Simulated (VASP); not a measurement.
# PrPb5 (P-62m) in VASP: single point with PBE

Aim: the single point of PrPb5 with PBE.

All numbers are computed with VASP 6.6.1; they aren't measurements. Logs are shortened: lines on timing, memory, paths and dates and some standing lists are left out, and cuts for length are marked.

## 1. The cell of the first run

It takes space group P-62m (No. 189, hexagonal). Conventional cell: a = 6.135 Å, b = 6.135 Å, c = 5.841 Å, α = 90.00°, β = 90.00°, γ = 120.00°. Within 4.7 Å of Pr (site symmetry -62m) lie 12 Pb at 3.54 to 3.58 Å. Pb (site symmetry m2m) has 10 Pb at 3.53 to 3.57 Å and 2 Pr at 3.58 Å within 4.6 Å. Within 4.7 Å of Pb (site symmetry -6) lie 9 Pb at 3.54 to 3.56 Å and 3 Pr at 3.54 Å.

The cell was generated, and may not be a known phase.

## 2. Single point, PBE

INCAR

```
SYSTEM = PrPb5
ALGO = Normal
EDIFF = 1E-6
ENCUT = 500
GGA = PE
GGA_COMPAT = .FALSE.
ISIF = 2
ISMEAR = 0
LASPH = .TRUE.
LCHARG = .FALSE.
LMAXMIX = 6
LREAL = .FALSE.
LWAVE = .FALSE.
NBANDS = 50
NELM = 200
PREC = Accurate
SIGMA = 0.2
```

KPOINTS

```
k-points
0
G
  3 3 3
  0 0 0
```

POSCAR

```
PrPb5
1.0
    6.1346145621     -0.0000000031      0.0000000000
   -3.0673072784      5.3127320548      0.0000000000
    0.0000000000      0.0000000000      5.8414129594
Pr Pb
1 5
Direct
    0.0000000000      0.0000000000      0.5000000000
    0.0000000000      0.3364263924      0.0000000000
    0.6635736076      0.6635736076      0.0000000000
    0.3364263924      0.0000000000      0.0000000000
    0.6666666667      0.3333333333      0.5000000000
    0.3333333333      0.6666666667      0.5000000000
```

Potentials or basis: VASP PAW PBE potentials, release 64 (Pr_3, Pb_d), 4f in core.

The run is started by

```bash
$ cat potpaw_PBE.64/Pr_3/POTCAR potpaw_PBE.64/Pb_d/POTCAR > POTCAR
$ mpirun -np 1 vasp_std > vasp.out
```

OUTCAR:

```text
SYSTEM = PrPb5
   EDIFF = 1E-6
   ENCUT = 500
   GGA = PE
   ISIF = 2
   ISMEAR = 0
   LASPH = .TRUE.
   LREAL = .FALSE.
   NELM = 200
   PREC = Accurate

 ion  position               nearest neighbor table
   1  0.000  0.000  0.500-   5 3.54   6 3.54   5 3.54   6 3.54   5 3.54   6 3.54   4 3.58   4 3.58
                             3 3.58   3 3.58   2 3.58   2 3.58
   2  0.000  0.336  0.000-   3 3.53   4 3.53   3 3.53   4 3.53   5 3.56   5 3.56   6 3.56   6 3.56
                             4 3.57   3 3.57   1 3.58   1 3.58
   3  0.664  0.664  0.000-   2 3.53   2 3.53   4 3.53   4 3.53   6 3.56   6 3.56   5 3.56   5 3.56
                             4 3.57   2 3.57   1 3.58   1 3.58
   4  0.336  0.000  0.000-   2 3.53   3 3.53   2 3.53   3 3.53   6 3.56   6 3.56   5 3.56   5 3.56
                             3 3.57   2 3.57   1 3.58   1 3.58
   5  0.667  0.333  0.500-   6 3.54   1 3.54   6 3.54   1 3.54   1 3.54   6 3.54   2 3.56   2 3.56
                             4 3.56   4 3.56   3 3.56   3 3.56
   6  0.333  0.667  0.500-   5 3.54   1 3.54   5 3.54   1 3.54   1 3.54   5 3.54   4 3.56   4 3.56
                             2 3.56   2 3.56   3 3.56   3 3.56

  LATTYP: Found a hexagonal cell.
 ALAT       =     6.1346145621
 C/A-ratio  =     0.9522053750

  Lattice vectors:

 A1 = (   6.1346145621,  -0.0000000031,   0.0000000000)
 A2 = (  -3.0673072784,   5.3127320548,   0.0000000000)
 A3 = (   0.0000000000,   0.0000000000,   5.8414129594)

Analysis of symmetry for initial positions (statically):
=====================================================================
 Subroutine PRICEL returns:
 Original cell was already a primitive cell.

 Routine SETGRP: Setting up the symmetry group for a
 hexagonal supercell.

 Subroutine GETGRP returns: Found 12 space group operations
 (whereof 12 operations were pure point group operations)
 out of a pool of 24 trial point group operations.

The static configuration has the point symmetry D_3h.

Analysis of symmetry for dynamics (positions and initial velocities):
=====================================================================
 Subroutine PRICEL returns:
 Original cell was already a primitive cell.

 Routine SETGRP: Setting up the symmetry group for a
 hexagonal supercell.

 Subroutine GETGRP returns: Found 12 space group operations
 (whereof 12 operations were pure point group operations)
 out of a pool of 24 trial point group operations.

The dynamic configuration has the point symmetry D_3h.

 Subroutine INISYM returns: Found 12 space group operations
 (whereof 12 operations are pure point group operations),
 and found     1 'primitive' translations

----------------------------------------------------------------------------------------

                                     Primitive cell

  volume of cell :     190.3808

  direct lattice vectors                    reciprocal lattice vectors
     6.134614562 -0.000000003  0.000000000     0.163009426  0.094113536  0.000000000
    -3.067307278  5.312732055  0.000000000     0.000000000  0.188227072  0.000000000
     0.000000000  0.000000000  5.841412959     0.000000000  0.000000000  0.171191458

  length of vectors
     6.134614562  6.134614562  5.841412959     0.188227072  0.188227072  0.171191458

  position of ions in fractional coordinates (direct lattice)
     0.000000000  0.000000000  0.500000000
     1.000000000  0.336426392  0.000000000
     0.663573608  0.663573608  0.000000000
     0.336426392  0.000000000  0.000000000
     0.666666667  0.333333333  0.500000000
     0.333333333  0.666666667  0.500000000

  ion indices of the primitive-cell ions
   primitive index   ion index
                 1           1
                 2           2
                 3           3
                 4           4
                 5           5
                 6           6

----------------------------------------------------------------------------------------

 KPOINTS: k-points

Automatic generation of k-mesh.
 Grid dimensions read from file:
 generate k-points for:    3    3    3

 Generating k-lattice:

  Cartesian coordinates                     Fractional coordinates (reciprocal lattice)
     0.054336475  0.031371179  0.000000000     0.333333333 -0.000000000  0.000000000
     0.000000000  0.062742357  0.000000000     0.000000000  0.333333333  0.000000000
     0.000000000  0.000000000  0.057063819     0.000000000  0.000000000  0.333333333

  Length of vectors
     0.062742357  0.062742357  0.057063819

  Shift w.r.t. Gamma in fractional coordinates (k-lattice)
     0.000000000  0.000000000  0.000000000

 Subroutine IBZKPT returns following result:
 ===========================================

 Found      6 irreducible k-points:

 Following reciprocal coordinates:
            Coordinates               Weight
  0.000000  0.000000  0.000000      1.000000
  0.333333  0.000000  0.000000      6.000000
  0.333333  0.333333  0.000000      2.000000
  0.000000  0.000000  0.333333      2.000000
  0.333333  0.000000  0.333333     12.000000
  0.333333  0.333333  0.333333      4.000000
   k-points           NKPTS =      6   k-points in BZ     NKDIM =      6   number of bands    NBANDS=     50
   number of dos      NEDOS =    301   number of ions     NIONS =      6
   total plane-waves  NPLWV = 110592
   dimension x,y,z NGX =    48 NGY =   48 NGZ =   48
   dimension x,y,z NGXF=    96 NGYF=   96 NGZF=   96
   ions per type =               1   5
   NGX,Y,Z   is equivalent  to a cutoff of  13.01, 13.01, 13.66 a.u.
   NGXF,Y,Z  is equivalent  to a cutoff of  26.02, 26.02, 27.32 a.u.
 SYSTEM =  PrPb5
   PREC   = accura    normal or accurate (medium, high low for compatibility)
   ISTART =      0    job   : 0-new  1-cont  2-samecut
   ICHARG =      2    charge: 1-file 2-atom 10-const
   ISPIN  =      1    spin polarized calculation?
   LNONCOLLINEAR =      F non collinear calculations
   LSORBIT =      F    spin-orbit coupling
   LASPH  =      T    aspherical Exc in radial PAW
   ENCUT  =  500.0 eV  36.75 Ry    6.06 a.u.  11.18 11.18 10.65*2*pi/ulx,y,z
   NELM   =    200;   NELMIN=  2; NELMDL= -5     # of ELM steps
   EDIFF  = 0.1E-05   stopping-criterion for ELM
   LREAL  =      F    real-space projection
   EDIFFG = 0.1E-04   stopping-criterion for IOM
   NSW    =      0    number of steps for IOM
   IBRION =     -1    ionic relax: 0-MD 1-quasi-New 2-CG
   NFREE  =      0    steps in history (QN), initial steepest desc. (CG)
   ISIF   =      2    stress and relaxation
   ISYM   =      2    0-nonsym 1-usesym 2-fastsym
   POTIM  = 0.5000    time-step for ionic-motion
   TEBEG  =    0.0;   TEEND  =   0.0 temperature during run
   PSTRESS=    0.0 pullay stress
   NELECT =      81.0000    total number of electrons
   NUPDOWN=      -1.0000    fix difference up-down
   EMIN   =  10.00;   EMAX   =-10.00  energy-range for DOS
   EFERMI =   0.00;   METHOD = LEGACY
   ISMEAR =     0;   SIGMA  =   0.20  broadening in eV -4-tet -1-fermi 0-gaus
   EFERMI_NEDOS =   21; number of points for ismear=-14 and -15
   IALGO  =     38    algorithm
   IMIX   =      4    mixing-type and parameters
     AMIX     =   0.40;   BMIX     =  1.00
     AMIX_MAG =   1.60;   BMIX_MAG =  1.00
  volume/ion in A,a.u.               =      31.73       214.13
  Fermi-wavevector in a.u.,A,eV,Ry     =   1.231295  2.326810 20.627623  1.516088
  Thomas-Fermi vector in A             =   2.366110
   LORBIT       =      0    0 simple, 1 ext, 2 COOP (PROOUT), +10 PAW based schemes
   GGA     = PE    functional components
   LHFCALC =     F    Hartree Fock is set to
   AEXX    =    0.0000 exact exchange contribution
   IVDW    =     0    specifies the selected vdW correction
   LEPSILON=     F    determine dielectric tensor
   LRPA    =     F    only Hartree local field effects (RPA)
 non-spin polarized calculation
 Gauss-broadening in eV      SIGMA  =   0.20
  energy-cutoff  :      500.00
  volume of cell :      190.38
 maximum number of plane-waves:      4857
 NGX is ok and might be reduce to    48
   NGX = 23   NGY = 23   NGZ = 21

 number of electron      80.9999997 magnetization

 Free energy of the ion-electron system (eV)
  ---------------------------------------------------
  ext. energy  EPLUGINS =         0.00000000
  ---------------------------------------------------
  free energy    TOTEN  =       -23.37349855 eV

  energy without entropy =      -23.26403736  energy(sigma->0) =      -23.31876796

 E-fermi :   6.3137     XC(G=0): -10.0040

 val. band max:        6.2249637255   @ k =   0.3333   0.0000   0.3333
 cond. band min:       6.3739619651   @ k =   0.3333   0.0000   0.0000
 fundamental gap:      0.1489982396
 Fermi energy:         6.3136795870

 k-point     1 :       0.0000    0.0000    0.0000
  band No.  band energies     occupation
      1     -30.6286      2.00000
      2     -12.6253      2.00000
      3     -12.6253      2.00000
      4     -12.5950      2.00000
      5     -10.6333      2.00000
      6     -10.6140      2.00000
[... 42 lines left out ...]
     49       9.3013      0.00000
     50      10.5139      0.00000

 k-point     2 :       0.3333    0.0000    0.0000
  band No.  band energies     occupation
      1     -30.6285      2.00000
      2     -12.6268      2.00000
      3     -12.6192      2.00000
      4     -12.5967      2.00000
      5     -10.6233      2.00000
      6     -10.6127      2.00000
[... 42 lines left out ...]
     49       9.9856      0.00000
     50      10.6245      0.00000

 k-point     3 :       0.3333    0.3333    0.0000
  band No.  band energies     occupation
      1     -30.6284      2.00000
      2     -12.6209      2.00000
      3     -12.6209      2.00000
      4     -12.5975      2.00000
      5     -10.6363      2.00000
      6     -10.6264      2.00000
[... 42 lines left out ...]
     49       9.5166      0.00000
     50      10.4746      0.00000

 k-point     4 :       0.0000    0.0000    0.3333
  band No.  band energies     occupation
      1     -30.6285      2.00000
      2     -12.6238      2.00000
      3     -12.6238      2.00000
      4     -12.5977      2.00000
      5     -10.6358      2.00000
      6     -10.6014      2.00000
[... 42 lines left out ...]
     49      10.1214      0.00000
     50      10.1214      0.00000

 k-point     5 :       0.3333    0.0000    0.3333
  band No.  band energies     occupation
      1     -30.6284      2.00000
      2     -12.6245      2.00000
      3     -12.6177      2.00000
      4     -12.5983      2.00000
      5     -10.6224      2.00000
      6     -10.6173      2.00000
[... 42 lines left out ...]
     49       9.7973      0.00000
     50      10.2461      0.00000

 k-point     6 :       0.3333    0.3333    0.3333
  band No.  band energies     occupation
      1     -30.6284      2.00000
      2     -12.6187      2.00000
      3     -12.6187      2.00000
      4     -12.5986      2.00000
      5     -10.6324      2.00000
      6     -10.6260      2.00000
[... 42 lines left out ...]
     49       9.7279      0.00000
     50      10.4970      0.00000

------------------------ aborting loop because EDIFF is reached ----------------------------------------

  FORCE on cell =-STRESS in cart. coord.  units (eV):
  Direction    XX          YY          ZZ          XY          YZ          ZX
  --------------------------------------------------------------------------------------
  -------------------------------------------------------------------------------------
  Total       -0.1448982     -0.1448982      0.1648368      0.0000000     -0.0000000      0.0000000
  in kB       -1.2194120     -1.2194120      1.3872084      0.0000000     -0.0000000      0.0000000
  external PRESSURE =      -0.3505385 kB  Pullay stress =       0.0000000 kB

 VOLUME and BASIS-vectors are now :
 -----------------------------------------------------------------------------
  energy-cutoff  :      500.00
  volume of cell :      190.38
      direct lattice vectors                 reciprocal lattice vectors
     6.134614562 -0.000000003  0.000000000     0.163009426  0.094113536  0.000000000
    -3.067307278  5.312732055  0.000000000     0.000000000  0.188227072  0.000000000
     0.000000000  0.000000000  5.841412959     0.000000000  0.000000000  0.171191458

 POSITION                                       TOTAL-FORCE (eV/Angst)
 -----------------------------------------------------------------------------------
      0.00000      0.00000      2.92071         0.000000      0.000000     -0.000000
     -1.03192      1.78734      0.00000        -0.000943      0.001634      0.000000
      2.03538      3.52539      0.00000        -0.000943     -0.001634     -0.000000
      2.06385     -0.00000      0.00000         0.001887     -0.000000      0.000000
      3.06731      1.77091      2.92071         0.000000      0.000000     -0.000000
      0.00000      3.54182      2.92071         0.000000      0.000000     -0.000000
 -----------------------------------------------------------------------------------
    total drift:                                0.000000      0.000000      0.000000

  FREE ENERGIE OF THE ION-ELECTRON SYSTEM (eV)
  ---------------------------------------------------
  free  energy   TOTEN  =       -23.3734985488 eV

  energy  without entropy=      -23.2640373624  energy(sigma->0) =      -23.31876796
```

It took 53 s on 1 thread of Intel Xeon 6975P-C (Granite Rapids), shared host; peak memory 0.32 GiB.

What came out:

```yaml
Free_energy: -23.3735 eV
Pressure: 0.0 GPa
Band_gap_on_the_k_mesh: zero (an odd number of electrons rules out a gap without spin polarisation)
```

Levels at points of the mesh, in eV from the Fermi level:
| k point | band 39 | band 40 | band 41 | band 42 | band 43 | band 44 |
| --- | --- | --- | --- | --- | --- | --- |
| (0.00, 0.00, 0.00) | -0.43 | -0.43 | -0.42 | -0.23 | -0.23 | 1.19 |

Caveat: the k points lie up to 0.39 Å⁻¹ apart, too coarse for converged energies and pressures of a metal; spin-orbit coupling is left out, which moves the levels of the heavy elements; the 4f electrons are frozen in the core, so they carry no moment and show no levels.

The gap in the log of VASP goes by the Fermi energy; the results here count the filled bands.